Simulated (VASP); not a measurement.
The system is BaTiO3.

```xyz
5
Lattice="3.9998 0.0000 0.0000 0.0000 3.9998 0.0000 0.0000 0.0000 4.0180" Properties=species:S:1:pos:R:3 pbc="T T T"
Ba    0.0000    0.0000    0.0000
Ti    1.9999    1.9999    1.9688
O     1.9999    1.9999    0.0763
O     1.9999    0.0000    2.0773
O     0.0000    1.9999    2.0773
```

Base run:

| Item | Value |
| --- | --- |
| Program | VASP 6.6.1 |
| Functional | PBE |
| Potentials or basis | VASP PAW PBE potentials, release 64 (Ba_sv, Ti_sv, O) |
| Cutoff | 520 eV |
| k mesh | 6 × 6 × 6 |
| Occupations | fermi-dirac, width 0.02 eV |
| Spin | no spin polarisation |
| Hubbard terms | Ti d U = 1.0 eV |

Its results: band gap on the k mesh 1.88 eV, indirect (least direct gap 2.18 eV); pressure 5.0 GPa; largest force 0.140 eV/Å.

Question: The run is repeated on the same cell with these changes: hubbard terms from Ti d U = 1.0 eV to Ti d U = 3.0 eV; further incar settings from ALGO = Normal; EDIFF = 1e-07; NBANDS = 28 to ALGO = Normal; EDIFF = 1e-06; NBANDS = 28. What comes out?

Answer: Band gap on the k mesh 2.12 eV, indirect (least direct gap 2.43 eV); pressure 6.7 GPa; largest force 0.322 eV/Å.

Caveats: spin-orbit coupling is left out, which moves the levels of the heavy elements.

A k mesh can miss the band edges.
